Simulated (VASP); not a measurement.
# AlCo (P4/mmm) in VASP: notebook

The runs below take AlCo through single point, with PBE.

Program: VASP 6.6.1. These are calculated values, not measurements. Logs are shortened: lines on timing, memory, paths and dates and some standing lists are left out, and cuts for length are marked.

### Step 1. The cell of the first run

The structure is tetragonal, space group P4/mmm (No. 123). Conventional cell: a = 2.873 Å, b = 2.873 Å, c = 2.766 Å, α = 90.00°, β = 90.00°, γ = 90.00°. Within 3.2 Å of Al (site symmetry 4/mmm) lie 8 Co at 2.46 Å and 6 Al at 2.77 to 2.87 Å. Within 3.2 Å of Co (site symmetry 4/mmm) lie 8 Al at 2.46 Å and 6 Co at 2.77 to 2.87 Å.

### Step 2. Single point, PBE (uniaxial strain along a: -3.0 %)

File INCAR:

```
SYSTEM = AlCo
PREC = Accurate
ENCUT = 520
EDIFF = 1E-7
ISMEAR = 0
SIGMA = 0.1
LREAL = .FALSE.
LASPH = .TRUE.
NELM = 60
ALGO = Fast
ISIF = 2
LWAVE = .FALSE.
LCHARG = .TRUE.
GGA = PE
LELF = .TRUE.
LVHAR = .TRUE.
NBANDS = 13
```

File KPOINTS:

```
regular mesh
0
G
  18 18 18
  0 0 0
```

File POSCAR:

```
AlCo
1.0
    2.7663453371      0.0000000000      0.0000000000
    0.0000000000      2.8732916775      0.0000000000
    0.0000000000      0.0000000000      2.8732916775
Al Co
1 1
Direct
    0.0000000000      0.0000000000      0.0000000000
    0.5000000000      0.5000000000      0.5000000000
```

Potentials or basis: VASP PAW PBE potentials, release 64 (Al, Co).

On the command line:

```console
$ cat potpaw_PBE.64/Al/POTCAR potpaw_PBE.64/Co/POTCAR > POTCAR
$ mpirun -np 1 vasp_std > vasp.out
```

OUTCAR:

```text
SYSTEM = AlCo
   PREC = Accurate
   ENCUT = 520
   EDIFF = 1E-7
   ISMEAR = 0
   LREAL = .FALSE.
   LASPH = .TRUE.
   NELM = 60
   ISIF = 2
   GGA = PE

 ion  position               nearest neighbor table
   1  0.000  0.000  0.000-   2 2.46   2 2.46   2 2.46   2 2.46   2 2.46   2 2.46   2 2.46   2 2.46

   2  0.500  0.500  0.500-   1 2.46   1 2.46   1 2.46   1 2.46   1 2.46   1 2.46   1 2.46   1 2.46

  LATTYP: Found a simple tetragonal cell.
 ALAT       =     2.8732916775
 C/A-ratio  =     0.9627791563

  Lattice vectors:

 A1 = (   0.0000000000,   2.8732916775,   0.0000000000)
 A2 = (   0.0000000000,   0.0000000000,   2.8732916775)
 A3 = (   2.7663453371,   0.0000000000,   0.0000000000)

Analysis of symmetry for initial positions (statically):
=====================================================================
 Subroutine PRICEL returns:
 Original cell was already a primitive cell.

 Routine SETGRP: Setting up the symmetry group for a
 simple tetragonal supercell.

 Subroutine GETGRP returns: Found 16 space group operations
 (whereof 16 operations were pure point group operations)
 out of a pool of 16 trial point group operations.

The static configuration has the point symmetry D_4h.

Analysis of symmetry for dynamics (positions and initial velocities):
=====================================================================
 Subroutine PRICEL returns:
 Original cell was already a primitive cell.

 Routine SETGRP: Setting up the symmetry group for a
 simple tetragonal supercell.

 Subroutine GETGRP returns: Found 16 space group operations
 (whereof 16 operations were pure point group operations)
 out of a pool of 16 trial point group operations.

The dynamic configuration has the point symmetry D_4h.

 Subroutine INISYM returns: Found 16 space group operations
 (whereof 16 operations are pure point group operations),
 and found     1 'primitive' translations

----------------------------------------------------------------------------------------

                                     Primitive cell

  volume of cell :      22.8384

  direct lattice vectors                    reciprocal lattice vectors
     2.766345337  0.000000000  0.000000000     0.361487767  0.000000000  0.000000000
     0.000000000  2.873291678  0.000000000     0.000000000  0.348032888  0.000000000
     0.000000000  0.000000000  2.873291678     0.000000000  0.000000000  0.348032888

  length of vectors
     2.766345337  2.873291678  2.873291678     0.361487767  0.348032888  0.348032888

  position of ions in fractional coordinates (direct lattice)
     0.000000000  0.000000000  0.000000000
     0.500000000  0.500000000  0.500000000

  ion indices of the primitive-cell ions
   primitive index   ion index
                 1           1
                 2           2

----------------------------------------------------------------------------------------

 KPOINTS: regular mesh

Automatic generation of k-mesh.
 Grid dimensions read from file:
 generate k-points for:   18   18   18

 Generating k-lattice:

  Cartesian coordinates                     Fractional coordinates (reciprocal lattice)
     0.020082654  0.000000000  0.000000000     0.055555556  0.000000000  0.000000000
     0.000000000  0.019335160  0.000000000     0.000000000  0.055555556  0.000000000
     0.000000000  0.000000000  0.019335160     0.000000000  0.000000000  0.055555556

  Length of vectors
     0.020082654  0.019335160  0.019335160

  Shift w.r.t. Gamma in fractional coordinates (k-lattice)
     0.000000000  0.000000000  0.000000000

 Subroutine IBZKPT returns following result:
 ===========================================

 Found    550 irreducible k-points:

 Following reciprocal coordinates:
            Coordinates               Weight
  0.000000  0.000000  0.000000      1.000000
  0.055556  0.000000  0.000000      2.000000
  0.111111  0.000000  0.000000      2.000000
  0.166667  0.000000  0.000000      2.000000
  0.222222  0.000000  0.000000      2.000000
  0.277778  0.000000  0.000000      2.000000
[... 16 lines left out ...]
  0.111111  0.111111  0.000000      8.000000
  0.166667  0.111111  0.000000      8.000000
 [... further k-points ...]
   k-points           NKPTS =    550   k-points in BZ     NKDIM =    550   number of bands    NBANDS=     13
   number of dos      NEDOS =    301   number of ions     NIONS =      2
   total plane-waves  NPLWV =  13824
   dimension x,y,z NGX =    24 NGY =   24 NGZ =   24
   dimension x,y,z NGXF=    48 NGYF=   48 NGZF=   48
   ions per type =               1   1
   NGX,Y,Z   is equivalent  to a cutoff of  14.42, 13.89, 13.89 a.u.
   NGXF,Y,Z  is equivalent  to a cutoff of  28.85, 27.77, 27.77 a.u.
 SYSTEM =  AlCo
   PREC   = accura    normal or accurate (medium, high low for compatibility)
   ISTART =      0    job   : 0-new  1-cont  2-samecut
   ICHARG =      2    charge: 1-file 2-atom 10-const
   ISPIN  =      1    spin polarized calculation?
   LNONCOLLINEAR =      F non collinear calculations
   LSORBIT =      F    spin-orbit coupling
   LASPH  =      T    aspherical Exc in radial PAW
   ENCUT  =  520.0 eV  38.22 Ry    6.18 a.u.   5.14  5.34  5.34*2*pi/ulx,y,z
   NELM   =     60;   NELMIN=  2; NELMDL= -5     # of ELM steps
   EDIFF  = 0.1E-06   stopping-criterion for ELM
   LREAL  =      F    real-space projection
   EDIFFG = 0.1E-05   stopping-criterion for IOM
   NSW    =      0    number of steps for IOM
   IBRION =     -1    ionic relax: 0-MD 1-quasi-New 2-CG
   NFREE  =      0    steps in history (QN), initial steepest desc. (CG)
   ISIF   =      2    stress and relaxation
   ISYM   =      2    0-nonsym 1-usesym 2-fastsym
   POTIM  = 0.5000    time-step for ionic-motion
   TEBEG  =    0.0;   TEEND  =   0.0 temperature during run
   PSTRESS=    0.0 pullay stress
   NELECT =      12.0000    total number of electrons
   NUPDOWN=      -1.0000    fix difference up-down
   EMIN   =  10.00;   EMAX   =-10.00  energy-range for DOS
   EFERMI =   0.00;   METHOD = LEGACY
   ISMEAR =     0;   SIGMA  =   0.10  broadening in eV -4-tet -1-fermi 0-gaus
   EFERMI_NEDOS =   21; number of points for ismear=-14 and -15
   IALGO  =     68    algorithm
   IMIX   =      4    mixing-type and parameters
     AMIX     =   0.40;   BMIX     =  1.00
     AMIX_MAG =   1.60;   BMIX_MAG =  1.00
  volume/ion in A,a.u.               =      11.42        77.06
  Fermi-wavevector in a.u.,A,eV,Ry     =   1.321032  2.496388 23.743871  1.745125
  Thomas-Fermi vector in A             =   2.450815
   LORBIT       =      0    0 simple, 1 ext, 2 COOP (PROOUT), +10 PAW based schemes
   GGA     = PE    functional components
   LHFCALC =     F    Hartree Fock is set to
   AEXX    =    0.0000 exact exchange contribution
   IVDW    =     0    specifies the selected vdW correction
   LEPSILON=     F    determine dielectric tensor
   LRPA    =     F    only Hartree local field effects (RPA)
 non-spin polarized calculation
 RMM-DIIS sequential band-by-band and
 Gauss-broadening in eV      SIGMA  =   0.10
  energy-cutoff  :      520.00
  volume of cell :       22.84
 maximum number of plane-waves:       632
 NGX is ok and might be reduce to    24
   NGX = 11   NGY = 11   NGZ = 11

 number of electron      12.0000003 magnetization

 Free energy of the ion-electron system (eV)
  ---------------------------------------------------
  ext. energy  EPLUGINS =         0.00000000
  ---------------------------------------------------
  free energy    TOTEN  =       -11.97404550 eV

  energy without entropy =      -11.96941826  energy(sigma->0) =      -11.97173188

 E-fermi :  10.7310     XC(G=0): -12.3309

 val. band max:       10.7191181842   @ k =   0.3889   0.5000   0.1111
 cond. band min:      10.7315193458   @ k =   0.4444   0.4444   0.1111
 fundamental gap:      0.0124011616
 Fermi energy:        10.7310002515

 k-point     1 :       0.0000    0.0000    0.0000
  band No.  band energies     occupation
      1      -0.4112      2.00000
      2       7.6978      2.00000
      3       7.7723      2.00000
      4       9.7982      2.00000
      5       9.9553      2.00000
      6       9.9553      2.00000
      7      16.3292      0.00000
      8      16.3292      0.00000
      9      17.7470      0.00000
     10      19.4070      0.00000
     11      19.6220      0.00000
     12      26.2365      0.00000
     13      31.9738      0.00000

 k-point     2 :       0.0556    0.0000    0.0000
  band No.  band energies     occupation
      1      -0.3492      2.00000
      2       7.7165      2.00000
      3       7.7742      2.00000
      4       9.8024      2.00000
      5       9.9167      2.00000
      6       9.9167      2.00000
      7      16.4183      0.00000
      8      16.4183      0.00000
      9      16.9676      0.00000
     10      19.4024      0.00000
     11      20.2944      0.00000
     12      26.4946      0.00000
     13      31.9857      0.00000

 k-point     3 :       0.1111    0.0000    0.0000
  band No.  band energies     occupation
      1      -0.1635      2.00000
      2       7.7698      2.00000
      3       7.7709      2.00000
      4       9.8094      2.00000
      5       9.8094      2.00000
      6       9.8145      2.00000
      7      15.6653      0.00000
      8      16.6774      0.00000
      9      16.6774      0.00000
     10      19.3886      0.00000
     11      21.2785      0.00000
     12      27.2711      0.00000
     13      30.6469      0.00000
[... 305 lines left out ...]
 k-point    23 :       0.1111    0.1111    0.0000
  band No.  band energies     occupation
      1       0.0646      2.00000
      2       7.7407      2.00000
      3       7.8319      2.00000
      4       9.6841      2.00000
      5       9.6896      2.00000
      6       9.8324      2.00000
      7      14.8603      0.00000
      8      16.0558      0.00000
      9      16.9983      0.00000
     10      20.1791      0.00000
     11      22.2580      0.00000
     12      27.7369      0.00000
     13      28.7048      0.00000

 k-point    24 :       0.1667    0.1111    0.0000
  band No.  band energies     occupation
      1       0.3692      2.00000
      2       7.7867      2.00000
      3       7.8451      2.00000
      4       9.5210      2.00000
      5       9.6448      2.00000
      6       9.7418      2.00000
      7      14.4115      0.00000
      8      15.5391      0.00000
      9      17.4006      0.00000
     10      20.2752      0.00000
     11      23.1531      0.00000
     12      27.2611      0.00000
     13      28.8784      0.00000

 [... further k-points ...]
[... 5 lines left out ...]
  --------------------------------------------------------------------------------------
  -------------------------------------------------------------------------------------
  Total        1.1471852      0.0337233      0.0337233      0.0000000      0.0000000      0.0000000
  in kB       80.4782048      2.3657836      2.3657836      0.0000000      0.0000000      0.0000000
  external PRESSURE =      28.4032573 kB  Pullay stress =       0.0000000 kB

 VOLUME and BASIS-vectors are now :
 -----------------------------------------------------------------------------
  energy-cutoff  :      520.00
  volume of cell :       22.84
      direct lattice vectors                 reciprocal lattice vectors
     2.766345337  0.000000000  0.000000000     0.361487767  0.000000000  0.000000000
     0.000000000  2.873291678  0.000000000     0.000000000  0.348032888  0.000000000
     0.000000000  0.000000000  2.873291678     0.000000000  0.000000000  0.348032888

 POSITION                                       TOTAL-FORCE (eV/Angst)
 -----------------------------------------------------------------------------------
      0.00000      0.00000      0.00000         0.000000      0.000000      0.000000
      1.38317      1.43665      1.43665         0.000000      0.000000      0.000000
 -----------------------------------------------------------------------------------
    total drift:                                0.000000      0.000000     -0.000000

  FREE ENERGIE OF THE ION-ELECTRON SYSTEM (eV)
  ---------------------------------------------------
  free  energy   TOTEN  =       -11.9740454990 eV

  energy  without entropy=      -11.9694182600  energy(sigma->0) =      -11.97173188
```

Wall time 2.6 min (1 thread of AMD EPYC 9R45 (Zen 5), shared host); peak memory 0.25 GiB.

What came out:

- Free energy: -11.9740 eV
- Pressure: 2.8 GPa
- Band gap on the k mesh: zero (band 6 reaches 13.10 eV, above the bottom of band 7 at 10.43 eV)

Levels at points of the mesh, in eV from the Fermi level:
```tsv
k point	band 4	band 5	band 6	band 7	band 8	band 9
(0.00, 0.00, 0.00)	-0.93	-0.78	-0.78	5.60	5.60	7.02
(0.50, 0.00, 0.00)	-1.80	-1.80	-0.79	0.45	8.46	10.36
(0.00, 0.50, 0.00)	-1.83	-1.54	-0.67	0.09	8.40	10.25
(0.50, 0.50, 0.00)	-2.47	-1.59	-1.56	-0.18	2.63	3.67
(0.00, 0.50, 0.50)	-2.85	-1.37	-1.37	-0.30	2.25	3.31
(0.50, 0.50, 0.50)	-0.26	-0.10	2.37	2.37	2.52	4.27
```

Caveat: the cell differs from its parent crystal (uniaxial strain along a: -3.0 %). Spin polarisation is off, so any magnetic state and its effect on volume and gap are missing.

### Step 3. Single point, PBE (uniaxial strain along a: -1.0 %, then relaxed in part)

File INCAR:

```
PREC = Accurate
ENCUT = 520
EDIFF = 1E-7
ISMEAR = 0
SIGMA = 0.1
LREAL = False
LASPH = True
NELM = 60
ALGO = Fast
ISIF = 2
LWAVE = False
LCHARG = False
GGA = PE
NBANDS = 13
```

File KPOINTS:

```
regular mesh
0
Gamma
  18 18 18
```

File POSCAR:

```
AlCo
1.0
    2.8233833853      0.0000000000      0.0000000000
    0.0000000000      2.8598817699      0.0000000000
    0.0000000000      0.0000000000      2.8598817699
Al Co
1 1
Direct
    0.0000000000      0.0000000000      0.0000000000
    0.5000000000      0.5000000000      0.5000000000
```

Potentials or basis: VASP PAW PBE potentials, release 64 (Al, Co).

On the command line:

```console
$ cat potpaw_PBE.64/Al/POTCAR potpaw_PBE.64/Co/POTCAR > POTCAR
$ mpirun -np 1 vasp_std > vasp.out
```

Wall time 3.2 min (1 thread of AMD EPYC 9R45 (Zen 5), shared host); peak memory 0.25 GiB.

Results (log left out):

* Free energy: -11.9890 eV
* Pressure: 0.6 GPa
* Band gap on the k mesh: zero (band 6 reaches 12.98 eV, above the bottom of band 7 at 10.33 eV)

Stress tensor (GPa, compression positive):
```
 2.18  0.00  0.00
 0.00 -0.23  0.00
 0.00  0.00 -0.23
```

Levels at points of the mesh, in eV from the Fermi level:
```tsv
k point	band 3	band 4	band 5	band 6	band 7	band 8	band 9	band 10
(0.00, 0.00, 0.00)	-2.95	-0.87	-0.82	-0.82	5.83	5.83	6.30	8.71
(0.50, 0.00, 0.00)	-2.36	-1.74	-1.74	-0.75	0.26	8.41	10.51	10.51
(0.00, 0.50, 0.00)	-2.38	-1.75	-1.66	-0.72	0.14	8.41	10.48	10.91
(0.50, 0.50, 0.00)	-2.69	-2.60	-1.53	-1.52	-0.22	2.48	3.51	12.68
(0.00, 0.50, 0.50)	-2.73	-2.73	-1.46	-1.46	-0.27	2.36	3.39	13.00
(0.50, 0.50, 0.50)	-3.94	-0.22	-0.17	2.38	2.38	2.43	4.14	5.24
```

Caveat: the cell differs from its parent crystal (uniaxial strain along a: -1.0 %, then relaxed in part).

### Step 4. Single point, PBE (uniaxial strain along a: -1.0 %)

File INCAR:

```
SYSTEM = AlCo
PREC = Accurate
ENCUT = 520
EDIFF = 1E-6
ISMEAR = 0
SIGMA = 0.1
LREAL = .FALSE.
LASPH = .TRUE.
NELM = 100
ALGO = Fast
ISIF = 2
LWAVE = .FALSE.
LCHARG = .FALSE.
GGA = PE
NBANDS = 13
```

File KPOINTS:

```
Automatic mesh
0
G
  18 18 18
  0 0 0
```

File POSCAR:

```
AlCo
1.0
    2.8233833853      0.0000000000      0.0000000000
    0.0000000000      2.8590321655      0.0000000000
    0.0000000000      0.0000000000      2.8590321655
Al Co
1 1
Direct
    0.0000000000      0.0000000000      0.0000000000
    0.5000000000      0.5000000000      0.5000000000
```

On the command line:

```console
$ cat potpaw_PBE.64/Al/POTCAR potpaw_PBE.64/Co/POTCAR > POTCAR
$ mpirun -np 1 vasp_std > vasp.out
```

Wall time 2.7 min (1 thread of AMD EPYC 9R45 (Zen 5), shared host); peak memory 0.25 GiB.

Results (log left out):

```yaml
Free_energy: -11.9890 eV
Pressure: 0.6 GPa
Band_gap_on_the_k_mesh: zero (band 6 reaches 12.99 eV, above the bottom of band 7 at 10.34 eV)
```

Stress tensor (GPa, compression positive):
```
 2.19  0.00  0.00
 0.00 -0.17  0.00
 0.00  0.00 -0.17
```

Levels at points of the mesh, in eV from the Fermi level:
```tsv
k point	band 2	band 3	band 4	band 5	band 6	band 7	band 8	band 9	band 10	band 11
(0.00, 0.00, 0.00)	-2.98	-2.95	-0.87	-0.82	-0.82	5.84	5.84	6.30	8.71	8.79
(0.50, 0.00, 0.00)	-6.60	-2.36	-1.74	-1.74	-0.75	0.26	8.41	10.52	10.52	11.64
(0.00, 0.50, 0.00)	-6.64	-2.38	-1.75	-1.66	-0.72	0.14	8.41	10.48	10.91	11.51
(0.50, 0.50, 0.00)	-3.05	-2.69	-2.61	-1.53	-1.53	-0.22	2.48	3.51	12.69	15.72
(0.00, 0.50, 0.50)	-3.08	-2.73	-2.73	-1.46	-1.46	-0.26	2.36	3.39	13.00	16.08
(0.50, 0.50, 0.50)	-3.94	-3.94	-0.22	-0.17	2.38	2.38	2.43	4.15	5.24	5.39
```

Caveat: the cell differs from its parent crystal (uniaxial strain along a: -1.0 %).

### Step 5. Overview

```csv
cell,further INCAR settings,gap on the mesh (eV),pressure (GPa)
"a = 2.766, b = 2.873, c = 2.873 Å, 2 atoms",ALGO = Fast; EDIFF = 1e-07; NBANDS = 13,none,2.8
"a = 2.823, b = 2.860, c = 2.860 Å, 2 atoms",ALGO = Fast; EDIFF = 1e-07; NBANDS = 13,none,0.6
"a = 2.823, b = 2.859, c = 2.859 Å, 2 atoms",ALGO = Fast; EDIFF = 1e-06; NBANDS = 13,none,0.6
```

Alike in all rows: task single point; level PBE; potentials or basis VASP PAW PBE potentials, release 64 (Al, Co); no spin polarisation; k mesh 18 × 18 × 18; cutoff (eV) 520; smearing gaussian 0.1 eV.

Total energies depend on the potentials used, so only differences within one code and one set of settings carry meaning.
